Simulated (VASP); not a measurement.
## NaH: single point with PBEsol

NaH:

```xyz
2
Lattice="0.0000 2.0321 2.0321 2.0321 0.0000 2.0321 2.0321 2.0321 0.0000" Properties=species:S:1:pos:R:3 pbc="T T T"
Na    0.0000    0.0000    0.0000
H     2.0321    2.0321    2.0321
```

```yaml
Program: VASP 6.6.1
Task: single point
Functional: PBEsol
Potentials_or_basis: VASP PAW PBE potentials, release 64 (Na_pv, H)
Cutoff: 520 eV
k_mesh: 9 × 9 × 9
Occupations: fermi-dirac, width 0.05 eV
Spin: no spin polarisation
```

```json
{"Pressure": "30.4 GPa", "Band gap on the k mesh": "4.95 eV, indirect (least direct gap 5.76 eV)"}
```

Levels at points of the mesh, in eV from the valence-band top:
```tsv
k point	band 1	band 2	band 3	band 4	band 5	band 6	band 7	band 8
(0.00, 0.00, 0.00)	-21.26	-21.26	-21.26	-5.27	16.08	19.77	19.77	19.77
```

It took 4.3 s on 1 thread of Intel Xeon 6975P-C (shared host), peak memory 0.13 GiB.

Caveat: the PAW data sets were made with another functional, which shifts forces and pressure a little. A k mesh can miss the band edges.
